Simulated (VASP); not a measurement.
# HfO2 (Fm-3m) in VASP: a series of runs

The runs below take HfO2 through relaxation of cell and atoms, with PBE+D3(BJ), RPBE, PBE+D4, r2SCAN.

Everything below comes from runs of VASP 6.6.1. Logs are shortened: lines on timing, memory, paths and dates and some standing lists are left out, and cuts for length are marked.

## Step 1: The cell of the first run

Symmetry: Fm-3m, No. 225, cubic system. The conventional cell has a = 5.115 Å, b = 5.115 Å, c = 5.115 Å, α = 90.00°, β = 90.00°, γ = 90.00°. Within 2.9 Å of Hf (site symmetry m-3m) lie 8 O at 2.21 Å. O (site symmetry -43m) has 4 Hf at 2.21 Å and 6 O at 2.56 Å within 2.9 Å.

## Step 2: Relaxation of cell and atoms, PBE+D3(BJ)

Input file INCAR:

```
  PREC = Accurate
  ENCUT = 600
  EDIFF = 1E-6
  ISMEAR = 0
  SIGMA = 0.01
  LREAL = False
  LASPH = True
  NELM = 60
  ALGO = Normal
  ISIF = 3
  LWAVE = False
  LCHARG = False
  GGA = PE
  IVDW = 12
  IBRION = 2
  NSW = 80
  EDIFFG = -0.01
```

Input file KPOINTS:

```
regular mesh
0
Gamma
  6 6 6
```

Input file POSCAR:

```
HfO2
1.0
    0.0000000000      2.5575000000      2.5575000000
    2.5575000000      0.0000000000      2.5575000000
    2.5575000000      2.5575000000      0.0000000000
Hf O
1 2
Direct
    0.0000000000      0.0000000000      0.0000000000
    0.2500000000      0.2500000000      0.2500000000
    0.7500000000      0.7500000000      0.7500000000
```

Potentials or basis: VASP PAW PBE potentials, release 64 (Hf_pv, O).

On the command line:

```console
cat potpaw_PBE.64/Hf_pv/POTCAR potpaw_PBE.64/O/POTCAR > POTCAR
mpirun -np 1 vasp_std > vasp.out
```

OUTCAR:

```text
PREC = Accurate
   ENCUT = 600
   EDIFF = 1E-6
   ISMEAR = 0
   LREAL = False
   LASPH = True
   NELM = 60
   ISIF = 3
   GGA = PE
   IVDW = 12
   IBRION = 2
   NSW = 80
   EDIFFG = -0.01
 IVDW          = 12

 ion  position               nearest neighbor table
   1  0.000  0.000  0.000-   3 2.21   3 2.21   3 2.21   2 2.21   3 2.21   2 2.21   2 2.21   2 2.21

   2  0.250  0.250  0.250-   1 2.21   1 2.21   1 2.21   1 2.21
   3  0.750  0.750  0.750-   1 2.21   1 2.21   1 2.21   1 2.21

  LATTYP: Found a face centered cubic cell.
 ALAT       =     5.1150000000

  Lattice vectors:

 A1 = (   0.0000000000,   2.5575000000,   2.5575000000)
 A2 = (   2.5575000000,   0.0000000000,   2.5575000000)
 A3 = (   2.5575000000,   2.5575000000,   0.0000000000)

Analysis of symmetry for initial positions (statically):
=====================================================================
 Subroutine PRICEL returns:
 Original cell was already a primitive cell.

 Routine SETGRP: Setting up the symmetry group for a
 face centered cubic supercell.

 Subroutine GETGRP returns: Found 48 space group operations
 (whereof 48 operations were pure point group operations)
 out of a pool of 48 trial point group operations.

The static configuration has the point symmetry O_h .

Analysis of symmetry for dynamics (positions and initial velocities):
=====================================================================
 Subroutine PRICEL returns:
 Original cell was already a primitive cell.

 Routine SETGRP: Setting up the symmetry group for a
 face centered cubic supercell.

 Subroutine GETGRP returns: Found 48 space group operations
 (whereof 48 operations were pure point group operations)
 out of a pool of 48 trial point group operations.

The dynamic configuration has the point symmetry O_h .

 Subroutine INISYM returns: Found 48 space group operations
 (whereof 48 operations are pure point group operations),
 and found     1 'primitive' translations

----------------------------------------------------------------------------------------

                                     Primitive cell

  volume of cell :      33.4562

  direct lattice vectors                    reciprocal lattice vectors
     0.000000000  2.557500000  2.557500000    -0.195503421  0.195503421  0.195503421
     2.557500000  0.000000000  2.557500000     0.195503421 -0.195503421  0.195503421
     2.557500000  2.557500000  0.000000000     0.195503421  0.195503421 -0.195503421

  length of vectors
     3.616851186  3.616851186  3.616851186     0.338621859  0.338621859  0.338621859

  position of ions in fractional coordinates (direct lattice)
     0.000000000  0.000000000  0.000000000
     0.250000000  0.250000000  0.250000000
     0.750000000  0.750000000  0.750000000

  ion indices of the primitive-cell ions
   primitive index   ion index
                 1           1
                 2           2
                 3           3

----------------------------------------------------------------------------------------

 KPOINTS: regular mesh

Automatic generation of k-mesh.
 Grid dimensions read from file:
 generate k-points for:    6    6    6

 Generating k-lattice:

  Cartesian coordinates                     Fractional coordinates (reciprocal lattice)
    -0.032583904  0.032583904  0.032583904     0.166666667  0.000000000  0.000000000
     0.032583904 -0.032583904  0.032583904     0.000000000  0.166666667  0.000000000
     0.032583904  0.032583904 -0.032583904     0.000000000  0.000000000  0.166666667

  Length of vectors
     0.056436976  0.056436976  0.056436976

  Shift w.r.t. Gamma in fractional coordinates (k-lattice)
     0.000000000  0.000000000  0.000000000

 Subroutine IBZKPT returns following result:
 ===========================================

 Found     16 irreducible k-points:

 Following reciprocal coordinates:
            Coordinates               Weight
  0.000000  0.000000  0.000000      1.000000
  0.166667  0.000000  0.000000      8.000000
  0.333333  0.000000  0.000000      8.000000
  0.500000  0.000000  0.000000      4.000000
  0.166667  0.166667  0.000000      6.000000
  0.333333  0.166667  0.000000     24.000000
[... 8 lines left out ...]
 -0.333333  0.333333  0.166667     24.000000
 -0.333333  0.500000  0.166667     12.000000
   k-points           NKPTS =     16   k-points in BZ     NKDIM =     16   number of bands    NBANDS=     15
   number of dos      NEDOS =    301   number of ions     NIONS =      3
   total plane-waves  NPLWV =  27000
   dimension x,y,z NGX =    30 NGY =   30 NGZ =   30
   dimension x,y,z NGXF=    60 NGYF=   60 NGZF=   60
   ions per type =               1   2
   NGX,Y,Z   is equivalent  to a cutoff of  13.79, 13.79, 13.79 a.u.
   NGXF,Y,Z  is equivalent  to a cutoff of  27.58, 27.58, 27.58 a.u.
 SYSTEM =  unknown system
   PREC   = accura    normal or accurate (medium, high low for compatibility)
   ISTART =      0    job   : 0-new  1-cont  2-samecut
   ICHARG =      2    charge: 1-file 2-atom 10-const
   ISPIN  =      1    spin polarized calculation?
   LNONCOLLINEAR =      F non collinear calculations
   LSORBIT =      F    spin-orbit coupling
   LASPH  =      T    aspherical Exc in radial PAW
   ENCUT  =  600.0 eV  44.10 Ry    6.64 a.u.   7.22  7.22  7.22*2*pi/ulx,y,z
   NELM   =     60;   NELMIN=  2; NELMDL= -5     # of ELM steps
   EDIFF  = 0.1E-05   stopping-criterion for ELM
   LREAL  =      F    real-space projection
   EDIFFG = -.1E-01   stopping-criterion for IOM
   NSW    =     80    number of steps for IOM
   IBRION =      2    ionic relax: 0-MD 1-quasi-New 2-CG
   NFREE  =      1    steps in history (QN), initial steepest desc. (CG)
   ISIF   =      3    stress and relaxation
   ISYM   =      2    0-nonsym 1-usesym 2-fastsym
   POTIM  = 0.5000    time-step for ionic-motion
   TEBEG  =    0.0;   TEEND  =   0.0 temperature during run
   PSTRESS=    0.0 pullay stress
   NELECT =      22.0000    total number of electrons
   NUPDOWN=      -1.0000    fix difference up-down
   EMIN   =  10.00;   EMAX   =-10.00  energy-range for DOS
   EFERMI =   0.00;   METHOD = LEGACY
   ISMEAR =     0;   SIGMA  =   0.01  broadening in eV -4-tet -1-fermi 0-gaus
   EFERMI_NEDOS =   21; number of points for ismear=-14 and -15
   IALGO  =     38    algorithm
   IMIX   =      4    mixing-type and parameters
     AMIX     =   0.40;   BMIX     =  1.00
     AMIX_MAG =   1.60;   BMIX_MAG =  1.00
  volume/ion in A,a.u.               =      11.15        75.26
  Fermi-wavevector in a.u.,A,eV,Ry     =   1.423607  2.690227 27.574337  2.026657
  Thomas-Fermi vector in A             =   2.544186
   LORBIT       =      0    0 simple, 1 ext, 2 COOP (PROOUT), +10 PAW based schemes
   GGA     = PE    functional components
   LHFCALC =     F    Hartree Fock is set to
   AEXX    =    0.0000 exact exchange contribution
   IVDW    =    12    specifies the selected vdW correction
   LEPSILON=     F    determine dielectric tensor
   LRPA    =     F    only Hartree local field effects (RPA)
 conjugate gradient relaxation of ions
 non-spin polarized calculation
 Gauss-broadening in eV      SIGMA  =   0.01
  energy-cutoff  :      600.00
  volume of cell :       33.46
 maximum number of plane-waves:      1139
 NGX is ok and might be reduce to    30
   NGX = 15   NGY = 15   NGZ = 15

--------------------------------------- Ionic step        1  -------------------------------------------

 number of electron      21.9999993 magnetization

 Free energy of the ion-electron system (eV)
  ---------------------------------------------------
  ext. energy  EPLUGINS =         0.00000000
  ---------------------------------------------------
  free energy    TOTEN  =       -30.23888567 eV

  energy without entropy =      -30.23888567  energy(sigma->0) =      -30.23888567

------------------------ aborting loop because EDIFF is reached ----------------------------------------

 Edisp (eV)   -0.69884

 E8    (eV) :    -0.3050

  FORCE on cell =-STRESS in cart. coord.  units (eV):
  Direction    XX          YY          ZZ          XY          YZ          ZX
  --------------------------------------------------------------------------------------
  -------------------------------------------------------------------------------------
  Total      -2.03758    -2.03758    -2.03758     0.00000     0.00000    -0.00000
  in kB     -97.57704   -97.57704   -97.57704     0.00000     0.00000    -0.00000
  external pressure =      -97.58 kB  Pullay stress =        0.00 kB

 VOLUME and BASIS-vectors are now :
 -----------------------------------------------------------------------------
  energy-cutoff  :      600.00
  volume of cell :       33.46
      direct lattice vectors                 reciprocal lattice vectors
     0.000000000  2.557500000  2.557500000    -0.195503421  0.195503421  0.195503421
     2.557500000  0.000000000  2.557500000     0.195503421 -0.195503421  0.195503421
     2.557500000  2.557500000  0.000000000     0.195503421  0.195503421 -0.195503421
[... 42 lines left out ...]
 POSITION                                       TOTAL-FORCE (eV/Angst)
 -----------------------------------------------------------------------------------
      2.47370      4.94740      2.47370         0.000000      0.000000     -0.000000
      1.23685      1.23685      1.23685        -0.000000     -0.000000      0.000000
      3.71055      3.71055      3.71055         0.000000      0.000000     -0.000000
 -----------------------------------------------------------------------------------
    total drift:                               -0.000000     -0.000000      0.000000

  FREE ENERGIE OF THE ION-ELECTRON SYSTEM (eV)
  ---------------------------------------------------
  free  energy   TOTEN  =       -30.8849729491 eV

  energy  without entropy=      -30.8849729491  energy(sigma->0) =      -30.88497295

--------------------------------------- Ionic step        3  -------------------------------------------

 number of electron      21.9999999 magnetization

 Free energy of the ion-electron system (eV)
  ---------------------------------------------------
  ext. energy  EPLUGINS =         0.00000000
  ---------------------------------------------------
  free energy    TOTEN  =       -30.25096733 eV

  energy without entropy =      -30.25096733  energy(sigma->0) =      -30.25096733

 E-fermi :   4.5287     XC(G=0): -11.9123

 val. band max:        4.3953092054   @ k =   0.5000   0.5000   0.0000
 cond. band min:       8.2365594822   @ k =   0.5000   0.5000   0.0000
 fundamental gap:      3.8412502768
 Fermi energy:         4.5287140079

 k-point     1 :       0.0000    0.0000    0.0000
  band No.  band energies     occupation
      1     -25.2259      2.00000
      2     -25.2259      2.00000
      3     -25.2259      2.00000
      4     -14.4222      2.00000
      5     -11.3206      2.00000
      6      -1.0319      2.00000
      7      -1.0319      2.00000
      8      -1.0319      2.00000
      9       3.7813      2.00000
     10       3.7813      2.00000
     11       3.7813      2.00000
     12       8.3122      0.00000
     13       8.3122      0.00000
     14      10.3455      0.00000
     15      14.9940      0.00000
[... 294 lines left out ...]
 POSITION                                       TOTAL-FORCE (eV/Angst)
 -----------------------------------------------------------------------------------
      0.00000      0.00000      0.00000         0.000000      0.000000     -0.000000
      1.26167      1.26167      1.26167         0.000000      0.000000      0.000000
      3.78501      3.78501      3.78501        -0.000000     -0.000000     -0.000000
 -----------------------------------------------------------------------------------
    total drift:                                0.000000     -0.000000      0.000000

  FREE ENERGIE OF THE ION-ELECTRON SYSTEM (eV)
  ---------------------------------------------------
  free  energy   TOTEN  =       -30.9801415942 eV

  energy  without entropy=      -30.9801415942  energy(sigma->0) =      -30.98014159

 reached required accuracy - stopping structural energy minimisation
```

Wall time 58 s (1 thread of AMD EPYC 7R13, shared host); peak memory 0.15 GiB.

Results:

| Quantity | Value |
| --- | --- |
| Free energy | -30.9801 eV |
| Relaxed volume | 10.71 Å³/atom |
| Relaxed cell | a = 3.569 Å, b = 3.569 Å, c = 3.569 Å, α = 60.00°, β = 60.00°, γ = 60.00° |
| Space group after relaxing (to 0.1 Å) | Fm-3m (No. 225) |
| Energy gained by relaxing | 14.1 meV/atom |
| Ionic steps | 3 |
| Pressure after relaxing | -0.1 GPa |
| Band gap on the k mesh | 3.84 eV |
| Dispersion energy per atom | -0.243 eV |

Step by step:
| step | energy change (eV) | largest force (eV/Å) | pressure (GPa) | volume (Å³) |
| --- | --- | --- | --- | --- |
| 1 | 0.0000 | 0.0000 | -9.76 | 33.46 |
| 2 | 0.0527 | 0.0000 | 17.48 | 30.27 |
| 3 | -0.0424 | 0.0000 | -0.12 | 32.13 |

Final structure:
```cif
data_structure
_symmetry_space_group_name_H-M 'P 1'
_symmetry_Int_Tables_number 1
_cell_length_a 3.5685
_cell_length_b 3.5685
_cell_length_c 3.5685
_cell_angle_alpha 60.000
_cell_angle_beta 60.000
_cell_angle_gamma 60.000
_cell_volume 32.13
loop_
_atom_site_label
_atom_site_type_symbol
_atom_site_fract_x
_atom_site_fract_y
_atom_site_fract_z
_atom_site_occupancy
Hf1 Hf 0.00000 0.00000 0.00000 1
O1 O 0.25000 0.25000 0.25000 1
O2 O 0.75000 0.75000 0.75000 1
```

Caveat: spin-orbit coupling is left out, which moves the levels of the heavy elements. A k mesh can miss the band edges.

## Step 3: Relaxation of cell and atoms, RPBE

Input file INCAR:

```
SYSTEM = HfO2
PREC = Accurate ; ENCUT = 600
EDIFF = 1E-6 ; ISMEAR = 0
SIGMA = 0.01 ; LREAL = .FALSE.
LASPH = .TRUE. ; NELM = 100
ALGO = Normal ; ISIF = 3
LWAVE = .FALSE. ; LCHARG = .FALSE.
GGA = RP ; IBRION = 2
NSW = 80 ; EDIFFG = -0.01
```

Input file KPOINTS:

```
Automatic mesh
0
G
  6 6 6
  0 0 0
```

POSCAR is that of step 2.

Potentials or basis: VASP PAW PBE potentials, release 64 (Hf_pv, O).

On the command line:

```console
cat potpaw_PBE.64/Hf_pv/POTCAR potpaw_PBE.64/O/POTCAR > POTCAR
mpirun -np 1 vasp_std > vasp.out
```

OUTCAR:

```text
SYSTEM = HfO2
   PREC = Accurate
   ENCUT = 600
   EDIFF = 1E-6
   ISMEAR = 0
   LREAL = .FALSE.
   LASPH = .TRUE.
   NELM = 100
   ISIF = 3
   GGA = RP
   IBRION = 2
   NSW = 80
   EDIFFG = -0.01

 ion  position               nearest neighbor table
   1  0.000  0.000  0.000-   3 2.21   3 2.21   3 2.21   2 2.21   3 2.21   2 2.21   2 2.21   2 2.21

   2  0.250  0.250  0.250-   1 2.21   1 2.21   1 2.21   1 2.21
   3  0.750  0.750  0.750-   1 2.21   1 2.21   1 2.21   1 2.21

  LATTYP: Found a face centered cubic cell.
 ALAT       =     5.1150000000

  Lattice vectors:

 A1 = (   0.0000000000,   2.5575000000,   2.5575000000)
 A2 = (   2.5575000000,   0.0000000000,   2.5575000000)
 A3 = (   2.5575000000,   2.5575000000,   0.0000000000)
[... 178 lines left out ...]
  Total       -0.2849895     -0.2849895     -0.2849895     -0.0000000      0.0000000      0.0000000
  in kB      -13.6477954    -13.6477954    -13.6477954     -0.0000000      0.0000000      0.0000000
  external PRESSURE =     -13.6477954 kB  Pullay stress =       0.0000000 kB
[... 61 lines left out ...]
--------------------------------------- Ionic step        3  -------------------------------------------

 number of electron      21.9999993 magnetization

 Free energy of the ion-electron system (eV)
  ---------------------------------------------------
  ext. energy  EPLUGINS =         0.00000000
  ---------------------------------------------------
  free energy    TOTEN  =       -28.91335583 eV

  energy without entropy =      -28.91335583  energy(sigma->0) =      -28.91335583

 E-fermi :   4.3244     XC(G=0): -11.5253

 val. band max:        4.2457341033   @ k =   0.5000   0.5000   0.0000
 cond. band min:       8.1025851187   @ k =   0.5000   0.5000   0.0000
 fundamental gap:      3.8568510154
 Fermi energy:         4.3244394774

 k-point     1 :       0.0000    0.0000    0.0000
  band No.  band energies     occupation
      1     -25.5965      2.00000
      2     -25.5965      2.00000
      3     -25.5965      2.00000
      4     -14.4307      2.00000
      5     -11.5427      2.00000
      6      -0.9550      2.00000
      7      -0.9550      2.00000
      8      -0.9550      2.00000
      9       3.6518      2.00000
     10       3.6518      2.00000
     11       3.6518      2.00000
     12       8.1529      0.00000
     13       8.1529      0.00000
     14      10.0800      0.00000
[... 299 lines left out ...]
  FREE ENERGIE OF THE ION-ELECTRON SYSTEM (eV)
  ---------------------------------------------------
  free  energy   TOTEN  =       -28.9133558338 eV

  energy  without entropy=      -28.9133558338  energy(sigma->0) =      -28.91335583

 reached required accuracy - stopping structural energy minimisation
```

OSZICAR:

```text
N       E                     dE             d eps       ncg     rms          rms(c)
DAV:   1     0.109556103192E+03    0.10956E+03   -0.14136E+04   480   0.162E+03
DAV:   2    -0.307371297084E+02   -0.14029E+03   -0.13804E+03   627   0.342E+02
DAV:   3    -0.346823327846E+02   -0.39452E+01   -0.39421E+01   620   0.559E+01
[... 26 lines left out ...]
DAV:   4    -0.289133633400E+02    0.20631E-03   -0.69009E-04   585   0.224E-01    0.180E-01
DAV:   5    -0.289133668864E+02   -0.35464E-05   -0.15783E-05   536   0.346E-02    0.217E-01
DAV:   6    -0.289133576038E+02    0.92826E-05   -0.13375E-05   606   0.332E-02    0.297E-02
DAV:   7    -0.289133562161E+02    0.13878E-05   -0.28181E-06   465   0.125E-02    0.176E-02
DAV:   8    -0.289133558338E+02    0.38221E-06   -0.17743E-07   247   0.354E-03
   3 F= -.28913356E+02 E0= -.28913356E+02  d E =-.833233E-03
```

It took 57 s on 1 thread of AMD EPYC 7R13, shared host; peak memory 0.14 GiB.

What came out:

| Item | Value |
| --- | --- |
| Free energy | -28.9134 eV |
| Relaxed volume | 11.09 Å³/atom |
| Relaxed cell | a = 3.610 Å, b = 3.610 Å, c = 3.610 Å, α = 60.00°, β = 60.00°, γ = 60.00° |
| Space group after relaxing (to 0.1 Å) | Fm-3m (No. 225) |
| Energy gained by relaxing | 0.3 meV/atom |
| Ionic steps | 3 |
| Pressure after relaxing | 0.1 GPa |
| Band gap on the k mesh | 3.86 eV |

The path:
```
step  energy change (eV)  largest force (eV/Å)  pressure (GPa)  volume (Å³)
   1              0.0000                0.0000           -1.36        33.46
   2              0.0007                0.0000            1.92        33.00
   3             -0.0008                0.0000            0.06        33.26
```

Final structure:
```xyz
3
Lattice="0.0000 2.5525 2.5525 2.5525 0.0000 2.5525 2.5525 2.5525 0.0000" Properties=species:S:1:pos:R:3 pbc="T T T"
Hf    0.0000    0.0000    0.0000
O     1.2763    1.2763    1.2763
O     3.8288    3.8288    3.8288
```

Levels at points of the mesh, in eV from the valence-band top:
```csv
k point,band 7,band 8,band 9,band 10,band 11,band 12,band 13,band 14,band 15
"(0.00, 0.00, 0.00)",-5.20,-5.20,-0.59,-0.59,-0.59,3.91,3.91,5.83,10.18
"(0.50, 0.00, 0.00)",-4.18,-2.99,-2.66,-1.80,-1.80,4.61,4.61,6.80,9.21
"(0.50, 0.50, 0.00)",-3.40,-3.40,-1.49,-1.49,0.00,3.86,5.46,6.46,7.99
```

Caveat: the PAW data sets were made with another functional, which shifts forces and pressure a little; spin-orbit coupling is left out, which moves the levels of the heavy elements. A k mesh can miss the band edges.

(Continued in part 2 of 2.)
